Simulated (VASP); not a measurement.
# TiCrC4N4 (P-43m) in VASP: further runs

Runs on TiCrC4N4. Level: PBE. Tasks: single point.

Everything below comes from runs of VASP 6.6.1. Logs are shortened: lines on timing, memory, paths and dates and some standing lists are left out, and cuts for length are marked.

### 1 The cell of the first run

The structure is cubic, space group P-43m (No. 215). The conventional cell has a = 5.933 Å, b = 5.933 Å, c = 5.933 Å, α = 90.00°, β = 90.00°, γ = 90.00°. Within 2.6 Å of Ti (site symmetry -43m) lie 4 C at 1.94 Å. Within 2.7 Å of Cr (site symmetry -43m) lie 4 N at 2.03 Å. C (site symmetry 3m) has 1 N at 1.17 Å within 1.6 Å. Within 1.6 Å of N (site symmetry 3m) lie 1 C at 1.17 Å.

### 2 Single point, PBE, collinear spin, ferromagnetic start

File INCAR:

```
SYSTEM = TiCrC4N4
  PREC = Accurate
  ENCUT = 520
  EDIFF = 1E-7
  ISMEAR = 0
  SIGMA = 0.1
  LREAL = .False.
  LASPH = .True.
  NELM = 150
  ALGO = Normal
  ISIF = 2
  LWAVE = .False.
  LCHARG = .False.
  ISPIN = 2
  MAGMOM = 1 3 0 0 0 0 0 0 0 0
  LORBIT = 11
  LMAXMIX = 4
  GGA = PE
  NBANDS = 45
```

File KPOINTS:

```
Automatic mesh
0
Gamma
  4 4 4
  0 0 0
```

File POSCAR:

```
TiCrC4N4
1.0
    5.9328513700      0.0000000000      0.0000000000
    0.0000000000      5.9328513700      0.0000000000
    0.0000000000      0.0000000000      5.9328513700
Ti Cr C N
1 1 4 4
Direct
    0.0000000000      0.0000000000      0.0000000000
    0.5000000000      0.5000000000      0.5000000000
    0.1885947800      0.1885947800      0.1885947800
    0.1885947800      0.8114052200      0.8114052200
    0.8114052200      0.1885947800      0.8114052200
    0.8114052200      0.8114052200      0.1885947800
    0.3024523200      0.3024523200      0.3024523200
    0.3024523200      0.6975476800      0.6975476800
    0.6975476800      0.3024523200      0.6975476800
    0.6975476800      0.6975476800      0.3024523200
```

Potentials or basis: VASP PAW PBE potentials, release 64 (Ti_sv, Cr_pv, C, N).

Launch:

```bash
$ cat potpaw_PBE.64/Ti_sv/POTCAR potpaw_PBE.64/Cr_pv/POTCAR potpaw_PBE.64/C/POTCAR potpaw_PBE.64/N/POTCAR > POTCAR
$ mpirun -np 1 vasp_std > vasp.out
```

OUTCAR:

```text
SYSTEM = TiCrC4N4
   PREC = Accurate
   ENCUT = 520
   EDIFF = 1E-7
   ISMEAR = 0
   LREAL = .False.
   LASPH = .True.
   NELM = 150
   ISIF = 2
   ISPIN = 2
   LORBIT = 11
   GGA = PE

 ion  position               nearest neighbor table
   1  0.000  0.000  0.000-   3 1.94   4 1.94   5 1.94   6 1.94
   2  0.500  0.500  0.500-   7 2.03   8 2.03   9 2.03  10 2.03
   3  0.189  0.189  0.189-   7 1.17   1 1.94
   4  0.189  0.811  0.811-   8 1.17   1 1.94
   5  0.811  0.189  0.811-   9 1.17   1 1.94
   6  0.811  0.811  0.189-  10 1.17   1 1.94
   7  0.302  0.302  0.302-   3 1.17   2 2.03
   8  0.302  0.698  0.698-   4 1.17   2 2.03
   9  0.698  0.302  0.698-   5 1.17   2 2.03
  10  0.698  0.698  0.302-   6 1.17   2 2.03

  LATTYP: Found a simple cubic cell.
 ALAT       =     5.9328513700

  Lattice vectors:

 A1 = (   5.9328513700,   0.0000000000,   0.0000000000)
 A2 = (   0.0000000000,   5.9328513700,   0.0000000000)
 A3 = (   0.0000000000,   0.0000000000,   5.9328513700)

Analysis of symmetry for initial positions (statically):
=====================================================================
 Subroutine PRICEL returns:
 Original cell was already a primitive cell.

 Routine SETGRP: Setting up the symmetry group for a
 simple cubic supercell.

 Subroutine GETGRP returns: Found 24 space group operations
 (whereof 24 operations were pure point group operations)
 out of a pool of 48 trial point group operations.

The static configuration has the point symmetry T_d .

Analysis of symmetry for dynamics (positions and initial velocities):
=====================================================================
 Subroutine PRICEL returns:
 Original cell was already a primitive cell.

 Routine SETGRP: Setting up the symmetry group for a
 simple cubic supercell.

 Subroutine GETGRP returns: Found 24 space group operations
 (whereof 24 operations were pure point group operations)
 out of a pool of 48 trial point group operations.

The dynamic configuration has the point symmetry T_d .

Analysis of structural, dynamic, and magnetic symmetry:
=====================================================================
 Subroutine PRICEL returns:
 Original cell was already a primitive cell.

 Routine SETGRP: Setting up the symmetry group for a
 simple cubic supercell.

 Subroutine GETGRP returns: Found 24 space group operations
 (whereof 24 operations were pure point group operations)
 out of a pool of 48 trial point group operations.

The overall configuration has the point symmetry T_d .

 Subroutine INISYM returns: Found 24 space group operations
 (whereof 24 operations are pure point group operations),
 and found     1 'primitive' translations

----------------------------------------------------------------------------------------

                                     Primitive cell

  volume of cell :     208.8288

  direct lattice vectors                    reciprocal lattice vectors
     5.932851370  0.000000000  0.000000000     0.168553017  0.000000000  0.000000000
     0.000000000  5.932851370  0.000000000     0.000000000  0.168553017  0.000000000
     0.000000000  0.000000000  5.932851370     0.000000000  0.000000000  0.168553017

  length of vectors
     5.932851370  5.932851370  5.932851370     0.168553017  0.168553017  0.168553017

  position of ions in fractional coordinates (direct lattice)
     0.000000000  0.000000000  0.000000000
     0.500000000  0.500000000  0.500000000
     0.188594780  0.188594780  0.188594780
     0.188594780  0.811405220  0.811405220
     0.811405220  0.188594780  0.811405220
     0.811405220  0.811405220  0.188594780
     0.302452320  0.302452320  0.302452320
     0.302452320  0.697547680  0.697547680
     0.697547680  0.302452320  0.697547680
     0.697547680  0.697547680  0.302452320

  ion indices of the primitive-cell ions
   primitive index   ion index
                 1           1
                 2           2
                 3           3
                 4           4
                 5           5
                 6           6
                 7           7
                 8           8
                 9           9
                10          10

[... 46 lines left out ...]
 SYSTEM =  TiCrC4N4
   PREC   = accura    normal or accurate (medium, high low for compatibility)
   ISTART =      0    job   : 0-new  1-cont  2-samecut
   ICHARG =      2    charge: 1-file 2-atom 10-const
   ISPIN  =      2    spin polarized calculation?
   LNONCOLLINEAR =      F non collinear calculations
   LSORBIT =      F    spin-orbit coupling
   LASPH  =      T    aspherical Exc in radial PAW
   ENCUT  =  520.0 eV  38.22 Ry    6.18 a.u.  11.03 11.03 11.03*2*pi/ulx,y,z
   NELM   =    150;   NELMIN=  2; NELMDL= -5     # of ELM steps
   EDIFF  = 0.1E-06   stopping-criterion for ELM
   LREAL  =      F    real-space projection
   EDIFFG = 0.1E-05   stopping-criterion for IOM
   NSW    =      0    number of steps for IOM
   IBRION =     -1    ionic relax: 0-MD 1-quasi-New 2-CG
   NFREE  =      0    steps in history (QN), initial steepest desc. (CG)
   ISIF   =      2    stress and relaxation
   ISYM   =      2    0-nonsym 1-usesym 2-fastsym
   POTIM  = 0.5000    time-step for ionic-motion
   TEBEG  =    0.0;   TEEND  =   0.0 temperature during run
   PSTRESS=    0.0 pullay stress
   NELECT =      60.0000    total number of electrons
   NUPDOWN=      -1.0000    fix difference up-down
   EMIN   =  10.00;   EMAX   =-10.00  energy-range for DOS
   EFERMI =   0.00;   METHOD = LEGACY
   ISMEAR =     0;   SIGMA  =   0.10  broadening in eV -4-tet -1-fermi 0-gaus
   EFERMI_NEDOS =   21; number of points for ismear=-14 and -15
   IALGO  =     38    algorithm
   IMIX   =      4    mixing-type and parameters
     AMIX     =   0.40;   BMIX     =  1.00
     AMIX_MAG =   1.60;   BMIX_MAG =  1.00
  volume/ion in A,a.u.               =      20.88       140.92
  Fermi-wavevector in a.u.,A,eV,Ry     =   1.080260  2.041396 15.877488  1.166962
  Thomas-Fermi vector in A             =   2.216247
   LORBIT       =     11    0 simple, 1 ext, 2 COOP (PROOUT), +10 PAW based schemes
   GGA     = PE    functional components
   LHFCALC =     F    Hartree Fock is set to
   AEXX    =    0.0000 exact exchange contribution
   IVDW    =     0    specifies the selected vdW correction
   LEPSILON=     F    determine dielectric tensor
   LRPA    =     F    only Hartree local field effects (RPA)
 spin polarized calculation
 Gauss-broadening in eV      SIGMA  =   0.10
  energy-cutoff  :      520.00
  volume of cell :      208.83
 maximum number of plane-waves:      5656
 NGX is ok and might be reduce to    48
   NGX = 23   NGY = 23   NGZ = 23

 number of electron      60.0000019 magnetization       0.2336869

 Free energy of the ion-electron system (eV)
  ---------------------------------------------------
  ext. energy  EPLUGINS =         0.00000000
  ---------------------------------------------------
  free energy    TOTEN  =       -82.82316578 eV

  energy without entropy =      -82.77019158  energy(sigma->0) =      -82.79667868

 E-fermi :   0.2966     XC(G=0):  -7.1632

 val. band max:        0.2877774131   @ k =   0.5000   0.5000   0.2500
 cond. band min:       0.3108604143   @ k =   0.5000   0.5000   0.2500
 fundamental gap:      0.0230830013
 Fermi energy:         0.2966410117

 spin component 1

 k-point     1 :       0.0000    0.0000    0.0000
  band No.  band energies     occupation
      1     -56.5993      1.00000
      2     -43.1949      1.00000
      3     -43.1949      1.00000
      4     -43.1949      1.00000
      5     -32.9500      1.00000
      6     -32.9500      1.00000
[... 439 lines left out ...]
     41       5.7175      0.00000
     42       5.7175      0.00000
 Fermi energy:         0.2966410117

 spin component 2

 k-point     1 :       0.0000    0.0000    0.0000
  band No.  band energies     occupation
      1     -56.4310      1.00000
      2     -43.2929      1.00000
      3     -43.2929      1.00000
      4     -43.2929      1.00000
      5     -32.7805      1.00000
      6     -32.7805      1.00000
[... 439 lines left out ...]
     41       5.7631      0.00000
     42       5.7631      0.00000
 [bands above 42 left out]

------------------------ aborting loop because EDIFF is reached ----------------------------------------

  FORCE on cell =-STRESS in cart. coord.  units (eV):
  Direction    XX          YY          ZZ          XY          YZ          ZX
  --------------------------------------------------------------------------------------
  -------------------------------------------------------------------------------------
  Total        3.4351358      3.4351358      3.4351358      0.0000000      0.0000000      0.0000000
  in kB       26.3550644     26.3550644     26.3550644      0.0000000      0.0000000      0.0000000
  external PRESSURE =      26.3550644 kB  Pullay stress =       0.0000000 kB

 VOLUME and BASIS-vectors are now :
 -----------------------------------------------------------------------------
  energy-cutoff  :      520.00
  volume of cell :      208.83
      direct lattice vectors                 reciprocal lattice vectors
     5.932851370  0.000000000  0.000000000     0.168553017  0.000000000  0.000000000
     0.000000000  5.932851370  0.000000000     0.000000000  0.168553017  0.000000000
     0.000000000  0.000000000  5.932851370     0.000000000  0.000000000  0.168553017

 POSITION                                       TOTAL-FORCE (eV/Angst)
 -----------------------------------------------------------------------------------
      0.00000      0.00000      0.00000        -0.000000     -0.000000     -0.000000
      2.96643      2.96643      2.96643        -0.000000     -0.000000     -0.000000
      1.11890      1.11890      1.11890         0.094139      0.094139      0.094139
      1.11890      4.81395      4.81395         0.094139     -0.094139     -0.094139
      4.81395      1.11890      4.81395        -0.094139      0.094139     -0.094139
      4.81395      4.81395      1.11890        -0.094139     -0.094139      0.094139
      1.79440      1.79440      1.79440         2.398299      2.398299      2.398299
      1.79440      4.13845      4.13845         2.398299     -2.398299     -2.398299
      4.13845      1.79440      4.13845        -2.398299      2.398299     -2.398299
      4.13845      4.13845      1.79440        -2.398299     -2.398299      2.398299
 -----------------------------------------------------------------------------------
    total drift:                               -0.000000     -0.000000      0.000000

  FREE ENERGIE OF THE ION-ELECTRON SYSTEM (eV)
  ---------------------------------------------------
  free  energy   TOTEN  =       -82.8231657774 eV

  energy  without entropy=      -82.7701915802  energy(sigma->0) =      -82.79667868

 total charge

# of ion       s       p       d       tot
------------------------------------------
    1        2.279   6.254   2.090  10.623
    2        0.249   6.237   4.054  10.541
    3        0.976   1.680   0.000   2.656
    4        0.976   1.680   0.000   2.656
    5        0.976   1.680   0.000   2.656
    6        0.976   1.680   0.000   2.656
    7        1.301   2.571   0.000   3.872
    8        1.301   2.571   0.000   3.872
    9        1.301   2.571   0.000   3.872
   10        1.301   2.571   0.000   3.872
--------------------------------------------------
tot         11.637  29.495   6.144  47.276

 magnetization (x)

# of ion       s       p       d       tot
------------------------------------------
    1        0.002   0.003   0.177   0.181
    2       -0.001   0.001  -0.099  -0.099
    3       -0.001   0.001   0.000  -0.000
    4       -0.001   0.001   0.000  -0.000
    5       -0.001   0.001   0.000  -0.000
    6       -0.001   0.001   0.000  -0.000
    7        0.000   0.012   0.000   0.013
    8        0.000   0.012   0.000   0.013
    9        0.000   0.012   0.000   0.013
   10        0.000   0.012   0.000   0.013
--------------------------------------------------
tot         -0.001   0.055   0.077   0.131
```

It took 17 min on 1 thread of AMD EPYC 7R13, shared host; peak memory 0.47 GiB.

Results:

```yaml
Free_energy: -82.8232 eV
Pressure: 2.6 GPa
Largest_force: 4.154 eV/Å
Net_moment: 0.23 μB per cell
Site_moments: Ti +0.18; Cr -0.10; C -0.00; N +0.01 μB
Valence_electrons_inside_the_program's_atomic_spheres: Ti 10.62; Cr 10.54; C 2.66; N 3.87
```

Forces in eV/Å, atoms in the order of the input:
```
Ti   0.000  0.000  0.000
Cr   0.000  0.000  0.000
C    0.094  0.094  0.094
C    0.094 -0.094 -0.094
C   -0.094  0.094 -0.094
C   -0.094 -0.094  0.094
N    2.398  2.398  2.398
N    2.398 -2.398 -2.398
N   -2.398  2.398 -2.398
N   -2.398 -2.398  2.398
```

Levels at points of the mesh, in eV from the Fermi level:
Spin up:
```csv
k point,band 28,band 29,band 30,band 31,band 32,band 33
"(0.00, 0.00, 0.00)",-0.88,-0.88,0.02,0.02,0.02,0.83
"(0.50, 0.00, 0.00)",-0.61,-0.39,-0.25,0.19,0.19,0.21
"(0.50, 0.50, 0.00)",-0.54,-0.39,-0.26,0.18,0.39,0.39
"(0.50, 0.50, 0.50)",-0.87,-0.87,0.30,0.30,0.30,0.83
```
Spin down:
```tsv
k point	band 26	band 27	band 28	band 29	band 30	band 31	band 32	band 33	band 34	band 35
(0.00, 0.00, 0.00)	-4.49	-4.49	-0.90	-0.90	0.02	0.02	0.02	0.91	0.91	1.45
(0.50, 0.00, 0.00)	-4.57	-4.57	-0.70	-0.37	-0.28	0.19	0.19	0.39	1.09	1.49
(0.50, 0.50, 0.00)	-4.57	-4.57	-0.64	-0.39	-0.29	0.37	0.38	0.38	1.13	1.39
(0.50, 0.50, 0.50)	-4.36	-4.36	-0.88	-0.88	0.29	0.29	0.29	0.90	0.90	1.46
```

Caveat: forces of over 1 eV/Å act on the atoms, so gaps and moduli don't describe the material at rest.

(Continued in part 2 of 2.)
